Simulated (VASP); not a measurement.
# NaCl (P6_3/mmc) in VASP: notebook

Runs on NaCl. Level: r2SCAN. Tasks: single point.

Program: VASP 6.6.1. These are calculated values, not measurements. Logs are shortened: lines on timing, memory, paths and dates and some standing lists are left out, and cuts for length are marked.

### 1 The cell of the first run

Symmetry: P6_3/mmc, No. 194, hexagonal system. The conventional cell has a = 4.768 Å, b = 4.768 Å, c = 5.625 Å, α = 90.00°, β = 90.00°, γ = 120.00°. Na (site symmetry -6m2) has 5 Cl at 2.75 to 2.81 Å within 3.6 Å. Within 3.6 Å of Cl (site symmetry -6m2) lie 5 Na at 2.75 to 2.81 Å.

### 2 Single point, r2SCAN (27.68 Å³/atom)

File POSCAR:

```
NaCl
1.0
    4.7678213750      0.0000000000      0.0000000000
   -2.3839106875      4.1290544314      0.0000000000
    0.0000000000      0.0000000000      5.6246293713
Na Cl
2 2
Direct
    0.3333333333      0.6666666667     -0.0624973391
    0.6666666667      0.3333333333      0.4375026609
    0.3333333333      0.6666666667      0.4374973391
    0.6666666667      0.3333333333      0.9374973391
```

File INCAR.step1:

```
PREC = Accurate ; ENCUT = 520
ISMEAR = 0 ; SIGMA = 0.01
LREAL = False ; LASPH = True
NELM = 100 ; NBANDS = 22
GGA = PE ; ALGO = Normal
EDIFF = 1E-4 ; LWAVE = True
LCHARG = False
```

File INCAR.step2:

```
PREC = Accurate ; ENCUT = 520
EDIFF = 1E-7 ; ISMEAR = 0
SIGMA = 0.01 ; LREAL = False
LASPH = True ; NELM = 100
ALGO = Normal ; ISIF = 2
LWAVE = False ; LCHARG = False
METAGGA = R2SCAN ; LMIXTAU = True
NBANDS = 22 ; ISTART = 1
```

File KPOINTS:

```
Automatic mesh
0
Gamma
  6 6 4
```

Potentials or basis: VASP PAW PBE potentials, release 64 (Na_pv, Cl).

Command:

```
$ cat potpaw_PBE.64/Na_pv/POTCAR potpaw_PBE.64/Cl/POTCAR > POTCAR
$ cp INCAR.step1 INCAR
$ mpirun -np 1 vasp_std > vasp.out
$ cp INCAR.step2 INCAR
$ mpirun -np 1 vasp_std > vasp.out
```

OUTCAR:

```text
PREC = Accurate
   ENCUT = 520
   EDIFF = 1E-7
   ISMEAR = 0
   LREAL = False
   LASPH = True
   NELM = 100
   ISIF = 2
   METAGGA = R2SCAN
   ISTART = 1

 ion  position               nearest neighbor table
   1  0.333  0.667  0.938-
   2  0.667  0.333  0.438-
   3  0.333  0.667  0.437-
   4  0.667  0.333  0.937-

  LATTYP: Found a hexagonal cell.
 ALAT       =     4.7678213750
 C/A-ratio  =     1.1797063960

  Lattice vectors:

 A1 = (   4.7678213750,   0.0000000000,   0.0000000000)
 A2 = (  -2.3839106875,   4.1290544314,   0.0000000000)
 A3 = (   0.0000000000,   0.0000000000,   5.6246293713)

Analysis of symmetry for initial positions (statically):
=====================================================================
 Subroutine PRICEL returns:
 Original cell was already a primitive cell.

 Routine SETGRP: Setting up the symmetry group for a
 hexagonal supercell.

 Subroutine GETGRP returns: Found 12 space group operations
 (whereof  6 operations were pure point group operations)
 out of a pool of 24 trial point group operations.

The static configuration has the point symmetry C_3v.
 The point group associated with its full space group is C_6v.

Analysis of symmetry for dynamics (positions and initial velocities):
=====================================================================
 Subroutine PRICEL returns:
 Original cell was already a primitive cell.

 Routine SETGRP: Setting up the symmetry group for a
 hexagonal supercell.

 Subroutine GETGRP returns: Found 12 space group operations
 (whereof  6 operations were pure point group operations)
 out of a pool of 24 trial point group operations.

The dynamic configuration has the point symmetry C_3v.
 The point group associated with its full space group is C_6v.

 Subroutine INISYM returns: Found 12 space group operations
 (whereof  6 operations are pure point group operations),
 and found     1 'primitive' translations

----------------------------------------------------------------------------------------

                                     Primitive cell

  volume of cell :     110.7298

  direct lattice vectors                    reciprocal lattice vectors
     4.767821375  0.000000000  0.000000000     0.209739401  0.121093100  0.000000000
    -2.383910687  4.129054431  0.000000000     0.000000000  0.242186199  0.000000000
     0.000000000  0.000000000  5.624629371     0.000000000  0.000000000  0.177789492

  length of vectors
     4.767821375  4.767821375  5.624629371     0.242186199  0.242186199  0.177789492

  position of ions in fractional coordinates (direct lattice)
     0.333333333  0.666666667  0.937502661
     0.666666667  0.333333333  0.437502661
     0.333333333  0.666666667  0.437497339
     0.666666667  0.333333333  0.937497339

  ion indices of the primitive-cell ions
   primitive index   ion index
                 1           1
                 2           2
                 3           3
                 4           4

----------------------------------------------------------------------------------------

 KPOINTS: Automatic mesh

Automatic generation of k-mesh.
 Grid dimensions read from file:
 generate k-points for:    6    6    4

 Generating k-lattice:

  Cartesian coordinates                     Fractional coordinates (reciprocal lattice)
     0.034956567  0.020182183  0.000000000     0.166666667  0.000000000  0.000000000
     0.000000000  0.040364367  0.000000000     0.000000000  0.166666667  0.000000000
     0.000000000  0.000000000  0.044447373     0.000000000  0.000000000  0.250000000

  Length of vectors
     0.040364367  0.040364367  0.044447373

  Shift w.r.t. Gamma in fractional coordinates (k-lattice)
     0.000000000  0.000000000  0.000000000

 Subroutine IBZKPT returns following result:
 ===========================================

 Found     21 irreducible k-points:

 Following reciprocal coordinates:
            Coordinates               Weight
  0.000000  0.000000  0.000000      1.000000
  0.166667 -0.000000  0.000000      6.000000
  0.333333 -0.000000  0.000000      6.000000
  0.500000 -0.000000  0.000000      3.000000
  0.166667  0.166667  0.000000      6.000000
  0.333333  0.166667  0.000000     12.000000
[... 13 lines left out ...]
  0.333333  0.166667  0.500000     12.000000
  0.333333  0.333333  0.500000      2.000000
   k-points           NKPTS =     21   k-points in BZ     NKDIM =     21   number of bands    NBANDS=     22
   number of dos      NEDOS =    301   number of ions     NIONS =      4
   total plane-waves  NPLWV =  54432
   dimension x,y,z NGX =    36 NGY =   36 NGZ =   42
   dimension x,y,z NGXF=    72 NGYF=   72 NGZF=   84
   ions per type =               2   2
   NGX,Y,Z   is equivalent  to a cutoff of  12.55, 12.55, 12.41 a.u.
   NGXF,Y,Z  is equivalent  to a cutoff of  25.11, 25.11, 24.83 a.u.
 SYSTEM =  unknown system
   PREC   = accura    normal or accurate (medium, high low for compatibility)
   ISTART =      1    job   : 0-new  1-cont  2-samecut
   ICHARG =      0    charge: 1-file 2-atom 10-const
   ISPIN  =      1    spin polarized calculation?
   LNONCOLLINEAR =      F non collinear calculations
   LSORBIT =      F    spin-orbit coupling
   LASPH  =      T    aspherical Exc in radial PAW
   ENCUT  =  520.0 eV  38.22 Ry    6.18 a.u.   8.86  8.86 10.46*2*pi/ulx,y,z
   NELM   =    100;   NELMIN=  2; NELMDL=  0     # of ELM steps
   EDIFF  = 0.1E-06   stopping-criterion for ELM
   LREAL  =      F    real-space projection
   EDIFFG = 0.1E-05   stopping-criterion for IOM
   NSW    =      0    number of steps for IOM
   IBRION =     -1    ionic relax: 0-MD 1-quasi-New 2-CG
   NFREE  =      0    steps in history (QN), initial steepest desc. (CG)
   ISIF   =      2    stress and relaxation
   ISYM   =      2    0-nonsym 1-usesym 2-fastsym
   POTIM  = 0.5000    time-step for ionic-motion
   TEBEG  =    0.0;   TEEND  =   0.0 temperature during run
   PSTRESS=    0.0 pullay stress
   NELECT =      28.0000    total number of electrons
   NUPDOWN=      -1.0000    fix difference up-down
   EMIN   =  10.00;   EMAX   =-10.00  energy-range for DOS
   EFERMI =   0.00;   METHOD = LEGACY
   ISMEAR =     0;   SIGMA  =   0.01  broadening in eV -4-tet -1-fermi 0-gaus
   EFERMI_NEDOS =   21; number of points for ismear=-14 and -15
   IALGO  =     38    algorithm
   IMIX   =      4    mixing-type and parameters
     AMIX     =   0.40;   BMIX     =  1.00
     AMIX_MAG =   1.60;   BMIX_MAG =  1.00
  volume/ion in A,a.u.               =      27.68       186.81
  Fermi-wavevector in a.u.,A,eV,Ry     =   1.035236  1.956312 14.581547  1.071713
  Thomas-Fermi vector in A             =   2.169569
   LORBIT       =      0    0 simple, 1 ext, 2 COOP (PROOUT), +10 PAW based schemes
   METAGGA = R2SCAN    functional components
   LHFCALC =     F    Hartree Fock is set to
   AEXX    =    0.0000 exact exchange contribution
   IVDW    =     0    specifies the selected vdW correction
   LEPSILON=     F    determine dielectric tensor
   LRPA    =     F    only Hartree local field effects (RPA)
 non-spin polarized calculation
 Gauss-broadening in eV      SIGMA  =   0.01
  energy-cutoff  :      520.00
  volume of cell :      110.73
 maximum number of plane-waves:      2997
 NGX is ok and might be reduce to    36
   NGX = 17   NGY = 17   NGZ = 21

 number of electron      28.0000013 magnetization

 Free energy of the ion-electron system (eV)
  ---------------------------------------------------
  ext. energy  EPLUGINS =         0.00000000
  ---------------------------------------------------
  free energy    TOTEN  =       -27.33072922 eV

  energy without entropy =      -27.33072922  energy(sigma->0) =      -27.33072922

 E-fermi :  -2.1579     XC(G=0):  -7.5234

 val. band max:       -2.2460959659   @ k =   0.0000   0.0000   0.0000
 cond. band min:       3.1653428737   @ k =   0.0000   0.0000   0.0000
 fundamental gap:      5.4114388396
 Fermi energy:        -2.1579329698

 k-point     1 :       0.0000    0.0000    0.0000
  band No.  band energies     occupation
      1     -23.8750      2.00000
      2     -23.8747      2.00000
      3     -23.8733      2.00000
      4     -23.8685      2.00000
      5     -23.8682      2.00000
      6     -23.8566      2.00000
[... 14 lines left out ...]
     21       9.3369      0.00000
     22       9.7292      0.00000

 k-point     2 :       0.1667   -0.0000    0.0000
  band No.  band energies     occupation
      1     -23.8760      2.00000
      2     -23.8754      2.00000
      3     -23.8723      2.00000
      4     -23.8701      2.00000
      5     -23.8684      2.00000
      6     -23.8575      2.00000
[... 14 lines left out ...]
     21       9.2234      0.00000
     22       9.4342      0.00000

 k-point     3 :       0.3333   -0.0000    0.0000
  band No.  band energies     occupation
      1     -23.8784      2.00000
      2     -23.8763      2.00000
      3     -23.8736      2.00000
      4     -23.8696      2.00000
      5     -23.8683      2.00000
      6     -23.8600      2.00000
[... 14 lines left out ...]
     21       9.5289      0.00000
     22       9.8559      0.00000

 k-point     4 :       0.5000   -0.0000    0.0000
  band No.  band energies     occupation
      1     -23.8796      2.00000
      2     -23.8767      2.00000
      3     -23.8755      2.00000
      4     -23.8683      2.00000
      5     -23.8675      2.00000
      6     -23.8619      2.00000
[... 14 lines left out ...]
     21      10.1103      0.00000
     22      10.4517      0.00000

 k-point     5 :       0.1667    0.1667    0.0000
  band No.  band energies     occupation
      1     -23.8774      2.00000
      2     -23.8765      2.00000
      3     -23.8726      2.00000
      4     -23.8704      2.00000
      5     -23.8684      2.00000
      6     -23.8592      2.00000
[... 342 lines left out ...]
 k-point    19 :       0.1667    0.1667    0.5000
  band No.  band energies     occupation
      1     -23.8802      2.00000
      2     -23.8802      2.00000
      3     -23.8724      2.00000
      4     -23.8724      2.00000
      5     -23.8620      2.00000
      6     -23.8620      2.00000
[... 14 lines left out ...]
     21       9.5439      0.00000
     22       9.5439      0.00000

 k-point    20 :       0.3333    0.1667    0.5000
  band No.  band energies     occupation
      1     -23.8835      2.00000
      2     -23.8835      2.00000
      3     -23.8729      2.00000
      4     -23.8729      2.00000
      5     -23.8605      2.00000
      6     -23.8605      2.00000
[... 14 lines left out ...]
     21       9.8818      0.00000
     22       9.8818      0.00000

 k-point    21 :       0.3333    0.3333    0.5000
  band No.  band energies     occupation
      1     -23.8844      2.00000
      2     -23.8844      2.00000
      3     -23.8734      2.00000
      4     -23.8734      2.00000
      5     -23.8601      2.00000
      6     -23.8601      2.00000
[... 14 lines left out ...]
     21      10.4617      0.00000
     22      10.4617      0.00000

------------------------ aborting loop because EDIFF is reached ----------------------------------------

  FORCE on cell =-STRESS in cart. coord.  units (eV):
  Direction    XX          YY          ZZ          XY          YZ          ZX
  --------------------------------------------------------------------------------------
  -------------------------------------------------------------------------------------
  Total       -0.5063390     -0.5063390     -0.5809389     -0.0000000      0.0000000      0.0000000
  in kB       -7.3263461     -7.3263461     -8.4057514     -0.0000000      0.0000000      0.0000000
  external PRESSURE =      -7.6861479 kB  Pullay stress =       0.0000000 kB

 VOLUME and BASIS-vectors are now :
 -----------------------------------------------------------------------------
  energy-cutoff  :      520.00
  volume of cell :      110.73
      direct lattice vectors                 reciprocal lattice vectors
     4.767821375  0.000000000  0.000000000     0.209739401  0.121093100  0.000000000
    -2.383910687  4.129054431  0.000000000     0.000000000  0.242186199  0.000000000
     0.000000000  0.000000000  5.624629371     0.000000000  0.000000000  0.177789492

 POSITION                                       TOTAL-FORCE (eV/Angst)
 -----------------------------------------------------------------------------------
     -0.00000      2.75270      5.27311        -0.000000     -0.000000     -0.003153
      2.38391      1.37635      2.46079         0.000000      0.000000     -0.003153
     -0.00000      2.75270      2.46076         0.000000     -0.000000      0.003153
      2.38391      1.37635      5.27308         0.000000      0.000000      0.003153
 -----------------------------------------------------------------------------------
    total drift:                               -0.000000      0.000000     -0.011168

  FREE ENERGIE OF THE ION-ELECTRON SYSTEM (eV)
  ---------------------------------------------------
  free  energy   TOTEN  =       -27.3307292225 eV

  energy  without entropy=      -27.3307292225  energy(sigma->0) =      -27.33072922
```

Wall time 74 s (1 thread of Intel Xeon 6975P-C (Granite Rapids), shared host); peak memory 0.24 GiB.

Results:

```
Free energy            : -27.3307 eV
Pressure               : -0.8 GPa
Largest force          : 0.003 eV/Å
Band gap on the k mesh : 5.41 eV
```

Forces on the atoms (eV/Å):
```
Na   0.000  0.000 -0.003
Na   0.000  0.000 -0.003
Cl   0.000  0.000  0.003
Cl   0.000  0.000  0.003
```

Caveat: the PAW data sets were made with another functional, which shifts forces and pressure a little. A k mesh can miss the band edges.

### 3 Single point, r2SCAN (28.49 Å³/atom)

This run uses another cell than the first one, of 28.49 Å³/atom.

File POSCAR:

```
NaCl
1.0
    4.8136686238      0.0000000000      0.0000000000
   -2.4068343119      4.1687593136      0.0000000000
    0.0000000000      0.0000000000      5.6787156640
Na Cl
2 2
Direct
    0.3333333333      0.6666666667     -0.0624973391
    0.6666666667      0.3333333333      0.4375026609
    0.3333333333      0.6666666667      0.4374973391
    0.6666666667      0.3333333333      0.9374973391
```

File INCAR.step1:

```
SYSTEM = NaCl
  ALGO = Normal
  EDIFF = 1E-4
  ENCUT = 520
  GGA = PE
  ISMEAR = 0
  LASPH = .TRUE.
  LCHARG = .FALSE.
  LREAL = .FALSE.
  LWAVE = .TRUE.
  NBANDS = 22
  NELM = 60
  PREC = Accurate
  SIGMA = 0.01
```

File INCAR.step2:

```
SYSTEM = NaCl
  ALGO = Normal
  EDIFF = 1E-6
  ENCUT = 520
  ISIF = 2
  ISMEAR = 0
  ISTART = 1
  LASPH = .TRUE.
  LCHARG = .FALSE.
  LMIXTAU = .TRUE.
  LREAL = .FALSE.
  LWAVE = .FALSE.
  METAGGA = R2SCAN
  NBANDS = 22
  NELM = 60
  PREC = Accurate
  SIGMA = 0.01
```

File KPOINTS:

```
k-points
0
G
  6 6 4
  0 0 0
```

Potentials or basis: VASP PAW PBE potentials, release 64 (Na_pv, Cl).

Command:

```
$ cat potpaw_PBE.64/Na_pv/POTCAR potpaw_PBE.64/Cl/POTCAR > POTCAR
$ cp INCAR.step1 INCAR
$ mpirun -np 1 vasp_std > vasp.out
$ cp INCAR.step2 INCAR
$ mpirun -np 1 vasp_std > vasp.out
```

Run time: 74 s. Hardware: 1 thread of Intel Xeon 6975P-C (Granite Rapids), shared host; peak memory 0.24 GiB.

Results (log left out):

```
Free energy            : -27.3107 eV
Pressure               : -1.2 GPa
Largest force          : 0.011 eV/Å
Band gap on the k mesh : 5.35 eV
```

Forces on the atoms (eV/Å):
```
Na   0.000  0.000 -0.011
Na   0.000  0.000 -0.011
Cl   0.000  0.000  0.011
Cl   0.000  0.000  0.011
```

Stress tensor (GPa, compression positive):
```
-1.20  0.00  0.00
 0.00 -1.20  0.00
 0.00  0.00 -1.33
```

Levels at points of the mesh, in eV from the valence-band top:
```
           k point  band 12  band 13  band 14  band 15  band 16  band 17
(0.00, 0.00, 0.00)    -0.30    -0.30     0.00     5.35     8.35    10.37
(0.50, 0.00, 0.00)    -0.70    -0.47    -0.21     7.67     8.20     9.29
(0.00, 0.00, 0.50)    -0.52    -0.52    -0.52     7.07     7.07    10.30
(0.50, 0.00, 0.50)    -0.60    -0.24    -0.24     7.81     7.81    10.38
```

Caveat: the PAW data sets were made with another functional, which shifts forces and pressure a little. A k mesh can miss the band edges.

### 4 Single point, r2SCAN

This run uses another cell than the first one, of 26.88 Å³/atom.

File POSCAR:

```
NaCl
1.0
    4.7210750178      0.0000000000      0.0000000000
   -2.3605375089      4.0885708986      0.0000000000
    0.0000000000      0.0000000000      5.5694823948
Na Cl
2 2
Direct
    0.3333333333      0.6666666667     -0.0624973391
    0.6666666667      0.3333333333      0.4375026609
    0.3333333333      0.6666666667      0.4374973391
    0.6666666667      0.3333333333      0.9374973391
```

File INCAR.step1:

```
SYSTEM = NaCl
PREC = Accurate
ENCUT = 520
ISMEAR = 0
SIGMA = 0.01
LREAL = .False.
LASPH = .True.
NELM = 60
NBANDS = 22
GGA = PE
ALGO = Normal
EDIFF = 1E-4
LWAVE = .True.
LCHARG = .False.
```

File INCAR.step2:

```
SYSTEM = NaCl
PREC = Accurate
ENCUT = 520
EDIFF = 1E-6
ISMEAR = 0
SIGMA = 0.01
LREAL = .False.
LASPH = .True.
NELM = 60
ALGO = Normal
ISIF = 2
LWAVE = .False.
LCHARG = .True.
METAGGA = R2SCAN
LMIXTAU = .True.
LELF = .True.
LVHAR = .True.
NBANDS = 22
ISTART = 1
```

File KPOINTS:

```
Automatic mesh
0
Gamma
  6 6 6
  0 0 0
```

Command:

```
$ cat potpaw_PBE.64/Na_pv/POTCAR potpaw_PBE.64/Cl/POTCAR > POTCAR
$ cp INCAR.step1 INCAR
$ mpirun -np 1 vasp_std > vasp.out
$ cp INCAR.step2 INCAR
$ mpirun -np 1 vasp_std > vasp.out
```

Wall time 97 s (1 thread of Intel Xeon 6975P-C (Granite Rapids), shared host); peak memory 0.25 GiB.

The run converged. Its results:

| Item | Value |
| --- | --- |
| Free energy | -27.3398 eV |
| Pressure | -0.2 GPa |
| Largest force | 0.011 eV/Å |
| Band gap on the k mesh | 5.47 eV |

Forces on the atoms (eV/Å):
```
Na   0.000  0.000  0.011
Na   0.000  0.000  0.011
Cl   0.000  0.000 -0.011
Cl   0.000  0.000 -0.011
```

Levels at points of the mesh, in eV from the valence-band top:
```tsv
k point	band 10	band 11	band 12	band 13	band 14	band 15	band 16	band 17	band 18	band 19
(0.00, 0.00, 0.00)	-0.80	-0.80	-0.34	-0.34	0.00	5.47	8.50	10.48	10.48	11.50
(0.50, 0.00, 0.00)	-1.02	-1.00	-0.78	-0.52	-0.24	7.73	8.47	9.33	9.84	10.44
(0.00, 0.00, 0.50)	-0.96	-0.58	-0.58	-0.58	-0.58	7.24	7.24	10.39	10.39	10.39
(0.50, 0.00, 0.50)	-1.58	-0.66	-0.66	-0.27	-0.27	7.89	7.89	10.77	10.77	11.24
```

Caveat: the PAW data sets were made with another functional, which shifts forces and pressure a little. A k mesh can miss the band edges.

### 5 Summary

| cell | k mesh | gap on the mesh (eV) | pressure (GPa) | largest force (eV/Å) |
| --- | --- | --- | --- | --- |
| a = 4.768, b = 4.768, c = 5.625 Å, angles 90.0, 90.0, 120.0°, 4 atoms | 6 × 6 × 4 | 5.41 | -0.8 | - |
| a = 4.814, b = 4.814, c = 5.679 Å, angles 90.0, 90.0, 120.0°, 4 atoms | 6 × 6 × 4 | 5.35 | -1.2 | 0.01 |
| a = 4.721, b = 4.721, c = 5.569 Å, angles 90.0, 90.0, 120.0°, 4 atoms | 6 × 6 × 6 | 5.47 | -0.2 | 0.01 |

Alike in all rows: task single point; level r2SCAN; potentials or basis VASP PAW PBE potentials, release 64 (Na_pv, Cl); no spin polarisation; cutoff (eV) 520; smearing gaussian 0.01 eV.

Caveats: the PAW data sets were made with another functional, which shifts forces and pressure a little.

Absolute energies hang on the potentials; compare differences alone.
